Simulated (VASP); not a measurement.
Here is a VASP 6.6.1 calculation.

The input INCAR:

```
ALGO = Normal
EDIFF = 1E-7
ENCUT = 520
GGA = PE
ISIF = 2
ISMEAR = 0
LASPH = T
LCHARG = T
LELF = T
LREAL = F
LVHAR = T
LWAVE = F
NBANDS = 56
NELM = 60
PREC = Accurate
SIGMA = 0.02
```

KPOINTS

```
k-points
0
Gamma
  6 4 4
```

Contents of POSCAR:

```
SnTeO4
1.0
    4.4196877711      0.0000000000     -0.0317049237
    0.0000000000      7.1911659668      0.0000000000
   -1.4714004753      0.0000000000      5.9520470981
Sn Te O
2 2 8
Direct
    0.0840184129      0.7054849340      0.4621220891
    0.9159815871      0.2054849340      0.5378779109
    0.5093195202      0.0217556157      0.9158732853
    0.4906804798      0.5217556157      0.0841267147
    0.3859924073      0.7828909444      0.7748792359
    0.5032921657      0.1673149477      0.6483871420
    0.9139293333      0.6069415922      0.1271685790
    0.9489426833      0.9656434364      0.3798828831
    0.4967078343      0.6673149477      0.3516128580
    0.6140075927      0.2828909444      0.2251207641
    0.0510573167      0.4656434364      0.6201171169
    0.0860706667      0.1069415922      0.8728314210
```

Potentials or basis: VASP PAW PBE potentials, release 64 (Sn_d, Te, O).

Command:

```sh
$ cat potpaw_PBE.64/Sn_d/POTCAR potpaw_PBE.64/Te/POTCAR potpaw_PBE.64/O/POTCAR > POTCAR
$ mpirun -np 1 vasp_std > vasp.out
```

(1) Estimate the pressure.

(2) Predict the largest force.

Answers

(1) 0.1 GPa.

(2) 0.070 eV/Å.
